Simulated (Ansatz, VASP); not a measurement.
BN in VASP and in Ansatz

Contents of INCAR:

```
SYSTEM = BN
PREC = Accurate
ENCUT = 520
EDIFF = 1E-6
ISMEAR = 0
SIGMA = 0.02
LREAL = .False.
LASPH = .True.
NELM = 80
ALGO = Normal
ISIF = 2
LWAVE = .False.
LCHARG = .True.
GGA = PE
LELF = .True.
LVHAR = .True.
NBANDS = 16
```

The input KPOINTS:

```
regular mesh
0
Gamma
  12 12 4
  0 0 0
```

Contents of POSCAR:

```
BN
1.0
    2.4224867743      0.0000000000      0.0000000000
   -1.2112433872      2.0751656224     -0.0199287027
    0.0000000000     -0.0612164280      6.5043287400
B N
2 2
Direct
    0.3838330817      0.7580582322      0.2589663910
    0.6257748496      0.2419417678      0.7410336090
    0.3255859505      0.6607798325      0.7561956409
    0.6648061181      0.3392201675      0.2438043591
```

Input for Ansatz:

```yaml
crystal:
  lattice:
    - [2.4224867743, 0.0, 0.0]
    - [-1.2112433872, 2.0751656224, -0.0199287027]
    - [0.0, -0.061216428, 6.50432874]
  atoms:
    - { symbol: B, position: [0.3838330817, 0.7580582322, 0.258966391] }
    - { symbol: B, position: [0.6257748496, 0.2419417678, 0.741033609] }
    - { symbol: "N", position: [0.3255859505, 0.6607798325, 0.7561956409] }
    - { symbol: "N", position: [0.6648061181, 0.3392201675, 0.2438043591] }
basis:
  ecutwfc: 420
kpoints:
  mp_grid: { grid: [12, 12, 4] }
hamiltonian:
  xc: pbe
scf:
  occupations: { method: gaussian, width: 0.02 }
output:
  forces: true
  stress: true
  eigenvalues: true
  populations: true
  write_density: true
  write_potential: true
  elf: true
  volumetric_format: npy
```

Alike in both runs: task single point; functional PBE; k mesh 12 × 12 × 4; occupations gaussian, width 0.02 eV; no spin polarisation.

|  | VASP | Ansatz |
| --- | --- | --- |
| version | VASP 6.6.1 | Ansatz 0.2.0 |
| potentials or method | VASP PAW PBE potentials, release 64 (B, N), cutoff 520 eV | scalar-relativistic, plane waves, PAW |
| valence electrons in the cell | 16 | 16 |

|  | VASP | Ansatz | Ansatz less VASP |
| --- | --- | --- | --- |
| gap on the k mesh at the Fermi level (eV) | 2.64 | 2.66 | +0.013 |
| least direct gap on the mesh (eV) | 3.97 | 3.98 | +0.010 |
| pressure (GPa) | 57.5 | 57.3 | -0.18 |
| traceless stress, the component that is largest in VASP (GPa) | 83.81 | 83.34 | -0.470 |
| rms of the force components (eV/Å) | 7.861 | 7.845 | -0.0165 |

Atom by atom the forces differ by 0.017 eV/Å (rms over components). Both programs put the cell under a high pressure, so it lies far from rest at this level.
